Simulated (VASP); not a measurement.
# CoSi4 (P6/mmm) in VASP: notebook, part 2 of 2

VASP 6.6.1.

**5. Relaxation of cell and atoms, PBE**

File INCAR:

```
SYSTEM = CoSi4
ALGO     = Normal         ! electronic algorithm
EDIFF    = 1E-6           ! SCF threshold, eV
EDIFFG   = -0.01          ! ionic threshold
ENCUT    = 600            ! plane-wave cutoff, eV
GGA      = PE             ! functional
IBRION   = 2              ! ionic algorithm
ISIF     = 3              ! what is computed and relaxed
ISMEAR   = 0              ! smearing method
LASPH    = .True.         ! aspherical terms in the spheres
LCHARG   = .False.        ! write CHGCAR
LREAL    = .False.        ! projectors in reciprocal space
LWAVE    = .False.        ! write WAVECAR
NELM     = 80             ! most SCF steps
NSW      = 100            ! ionic steps
PREC     = Accurate       ! precision mode
SIGMA    = 0.1            ! smearing width, eV
```

File KPOINTS:

```
k-points
0
Gamma
  12 12 8
  0 0 0
```

File POSCAR:

```
CoSi4
1.0
    4.1312654720      0.0000000000      0.0000000000
   -2.0656327360      3.5777808486      0.0000000000
    0.0000000000      0.0000000000      5.0208886660
Co Si
1 4
Direct
    0.0000000000      0.0000000000      0.5000000000
    0.3333333333      0.6666666667      0.7503907217
    0.3333333333      0.6666666667      0.2496092783
    0.6666666667      0.3333333333      0.2496092783
    0.6666666667      0.3333333333      0.7503907217
```

Started as:

```
$ cat potpaw_PBE.64/Co/POTCAR potpaw_PBE.64/Si/POTCAR > POTCAR
$ mpirun -np 1 vasp_std > vasp.out
```

Run time: 7.1 min. Hardware: 1 thread of Intel Xeon 8259CL, shared host; peak memory 0.32 GiB.

It converged, with:

```yaml
Free_energy: -27.2596 eV
Relaxed_volume: 14.82 Å³/atom
Relaxed_cell: a = 4.120 Å, b = 4.120 Å, c = 5.041 Å, α = 90.00°, β = 90.00°, γ = 120.00°
Space_group_after_relaxing_to_0.1_Å: P6/mmm (No. 191)
Energy_gained_by_relaxing: 0.7 meV/atom
Ionic_steps: 3
Pressure_after_relaxing: 0.0 GPa
Largest_force_after_relaxing: 0.008 eV/Å
```

Forces on the atoms (eV/Å):
```
Co   0.000  0.000  0.000
Si   0.000  0.000 -0.008
Si   0.000  0.000  0.008
Si   0.000  0.000  0.008
Si   0.000  0.000 -0.008
```

Stress tensor (GPa, compression positive):
```
-0.07  0.00  0.00
 0.00 -0.07  0.00
 0.00  0.00  0.06
```

The path:
```
step  energy change (eV)  largest force (eV/Å)  pressure (GPa)  volume (Å³)
   1              0.0000                0.1147           -0.06        74.21
   2             -0.0026                0.0506           -0.08        74.15
   3             -0.0033                0.0080           -0.03        74.09
```

Final structure:
```
CELL_PARAMETERS angstrom
4.11952 0.00000 0.00000
-2.05976 3.56761 0.00000
0.00000 0.00000 5.04140
ATOMIC_POSITIONS crystal
Co 0.00000 0.00000 0.50000
Si 0.33333 0.66667 0.75249
Si 0.33333 0.66667 0.24751
Si 0.66667 0.33333 0.24751
Si 0.66667 0.33333 0.75249
```

Levels at points of the mesh, in eV from the Fermi level:
| k point | band 9 | band 10 | band 11 | band 12 | band 13 | band 14 | band 15 | band 16 |
| --- | --- | --- | --- | --- | --- | --- | --- | --- |
| (0.00, 0.00, 0.00) | -0.90 | -0.56 | -0.56 | -0.44 | -0.44 | -0.37 | -0.37 | 0.26 |
| (0.50, 0.00, 0.00) | -2.93 | -1.65 | -1.14 | -0.36 | 0.32 | 0.66 | 2.04 | 2.63 |
| (0.00, 0.00, 0.50) | -2.24 | -1.99 | -1.99 | -1.20 | 0.42 | 0.42 | 0.42 | 0.42 |
| (0.50, 0.00, 0.50) | -1.64 | -1.39 | -1.13 | -0.47 | 0.28 | 0.63 | 1.82 | 2.55 |

Caveat: the highest band is partly filled, so the run has too few bands.

**6. Relaxation of cell and atoms, PBE, collinear spin, ferromagnetic start**

This run uses another cell than the first one, of 15.07 Å³/atom.

File INCAR:

```
ALGO = Normal
EDIFF = 1E-6
EDIFFG = -0.04
ENCUT = 600
GGA = PE
IBRION = 2
ISIF = 3
ISMEAR = 0
ISPIN = 2
LASPH = T
LCHARG = F
LMAXMIX = 4
LORBIT = 11
LREAL = F
LWAVE = F
MAGMOM = 3 0 0 0 0
NELM = 150
NSW = 90
PREC = Accurate
SIGMA = 0.1
```

File KPOINTS:

```
k-points
0
Gamma
  6 6 4
```

File POSCAR:

```
CoSi4
1.0
    3.6843128500      0.0000000000      0.0000000000
   -1.8421564300      3.1907085300      0.0000000000
    0.0000000000      0.0000000000      6.4102521600
Co Si
1 4
Direct
    0.0000000000      0.0000000000      0.5000000000
    0.3333333300      0.6666666700      0.7320258700
    0.3333333300      0.6666666700      0.2679741300
    0.6666666700      0.3333333300      0.2679741300
    0.6666666700      0.3333333300      0.7320258700
```

Potentials or basis: VASP PAW PBE potentials, release 64 (Co, Si).

Started as:

```
$ cat potpaw_PBE.64/Co/POTCAR potpaw_PBE.64/Si/POTCAR > POTCAR
$ mpirun -np 1 vasp_std > vasp.out
```

It took 32 min on 1 thread of Intel Xeon 8259CL, shared host; peak memory 0.29 GiB.

Results (log left out):

```yaml
Free_energy: -27.2199 eV
Relaxed_volume: 14.82 Å³/atom
Relaxed_cell: a = 4.093 Å, b = 4.093 Å, c = 5.107 Å, α = 90.00°, β = 90.00°, γ = 120.00°
Space_group_after_relaxing_to_0.1_Å: P6/mmm (No. 191)
Energy_gained_by_relaxing: 340.2 meV/atom
Ionic_steps: 22
Pressure_after_relaxing: 0.2 GPa
Largest_force_after_relaxing: 0.034 eV/Å
Net_moment: 0.00 μB per cell
Valence_electrons_inside_the_program's_atomic_spheres: Co 8.13; Si 1.64
```

Forces in eV/Å, atoms in the order of the input:
```
Co   0.000  0.000  0.000
Si   0.000  0.000 -0.034
Si   0.000  0.000  0.034
Si   0.000  0.000  0.034
Si   0.000  0.000 -0.034
```

Stress tensor (GPa, compression positive):
```
 0.39  0.00  0.00
 0.00  0.39  0.00
 0.00  0.00 -0.13
```

Step by step:
```tsv
step	energy change (eV)	largest force (eV/Å)	pressure (GPa)	volume (Å³)
1	0.0000	0.0485	21.28	75.36
2	-0.3918	0.6146	-13.40	98.63
3	-0.9812	0.3237	-3.94	86.71
4	-0.9827	0.3131	-3.41	86.32
5	-0.9828	0.3079	-3.03	86.09
6	-1.1974	0.1892	-1.81	83.43
7	-1.2433	1.4236	5.80	74.99
8	-1.4254	0.3085	0.56	79.49
9	-1.4334	0.5812	1.56	78.41
10	-1.4340	0.5036	1.17	78.70
11	-1.4897	0.5845	-1.75	79.08
12	-1.4919	0.5894	-2.33	79.15
13	-1.5359	0.4963	-2.22	78.34
14	-1.6654	0.2750	-1.63	75.89
15	-1.2200	2.2995	7.33	70.95
16	-1.6817	0.2402	-1.10	75.31
17	-1.6538	0.5257	1.79	73.13
18	-1.6996	0.0185	-0.42	74.55
19	-1.7002	0.0397	-0.28	74.39
20	-1.7006	0.0412	0.11	74.14
21	-1.7006	0.0417	0.20	74.09
22	-1.7012	0.0336	0.22	74.08
```

Final structure:
```yaml
crystal:
  lattice:
    - [4.09287, 0.00000, 0.00000]
    - [-2.04643, 3.54453, 0.00000]
    - [0.00000, 0.00000, 5.10668]
  atoms:
    - { symbol: Co, position: [0.00000, 0.00000, 0.50000] }
    - { symbol: Si, position: [0.33333, 0.66667, 0.75287] }
    - { symbol: Si, position: [0.33333, 0.66667, 0.24713] }
    - { symbol: Si, position: [0.66667, 0.33333, 0.24713] }
    - { symbol: Si, position: [0.66667, 0.33333, 0.75287] }
```

Levels at points of the mesh, in eV from the Fermi level:
Spin up:
```csv
k point,band 10,band 11,band 12,band 13,band 14,band 15,band 16,band 17
"(0.00, 0.00, 0.00)",-0.54,-0.54,-0.49,-0.49,-0.35,-0.35,0.45,3.42
"(0.50, 0.00, 0.00)",-1.62,-1.09,-0.33,0.41,0.63,1.94,2.64,4.27
"(0.00, 0.00, 0.50)",-1.97,-1.97,-1.45,0.42,0.42,0.48,0.48,0.61
"(0.50, 0.00, 0.50)",-1.35,-1.10,-0.43,0.34,0.43,1.73,2.35,2.52
```
Spin down:
```
           k point  band 10  band 11  band 12  band 13  band 14  band 15  band 16  band 17
(0.00, 0.00, 0.00)    -0.54    -0.54    -0.49    -0.49    -0.35    -0.35     0.45     3.42
(0.50, 0.00, 0.00)    -1.62    -1.10    -0.34     0.40     0.62     1.94     2.64     4.27
(0.00, 0.00, 0.50)    -1.97    -1.97    -1.45     0.42     0.42     0.48     0.48     0.61
(0.50, 0.00, 0.50)    -1.35    -1.10    -0.44     0.34     0.43     1.72     2.35     2.52
```

Caveat: the moments typed at the start vanished in this run; a cell axis changed by over 15 % at a fixed basis, so the end point is rough.

**7. Overview**

| task | spin | cell | k mesh | cutoff (eV) | gap on the mesh (eV) | pressure (GPa) | moment (μB) | largest force (eV/Å) |
| --- | --- | --- | --- | --- | --- | --- | --- | --- |
| single point | off | a = 4.121, b = 4.121, c = 5.039 Å, angles 90.0, 90.0, 120.0°, 5 atoms, atomic positions A | 12 × 12 × 8 | 520 | none | 0.0 | - | 0.01 |
| single point | collinear, ferromagnetic start | a = 4.131, b = 4.131, c = 5.021 Å, angles 90.0, 90.0, 120.0°, 5 atoms, atomic positions B | 6 × 6 × 4 | 520 | none | 0.5 | 0.79 | 0.07 |
| single point | collinear, ferromagnetic start | a = 3.684, b = 3.684, c = 6.410 Å, angles 90.0, 90.0, 120.0°, 5 atoms, atomic positions C | 6 × 6 × 4 | 520 | none | 21.3 | 0.20 | 0.05 |
| relaxation of cell and atoms | off | relaxed from a = 4.131, b = 4.131, c = 5.021 Å, angles 90.0, 90.0, 120.0°, 5 atoms, atomic positions B | 12 × 12 × 8 | 600 | - | 0.0 | - | 0.01 |

Alike in all rows: level PBE; potentials or basis VASP PAW PBE potentials, release 64 (Co, Si); smearing gaussian 0.1 eV.

Caveats: an odd number of electrons without spin polarisation forces a metal (at least some runs); a magnetic or distorted state may lie lower (at least some runs); the stress differs along the axes, from -2 to 33 GPa (at least some runs); the highest band is partly filled, so the run has too few bands (at least some runs).

Total energies depend on the potentials used, so only differences within one code and one set of settings carry meaning.
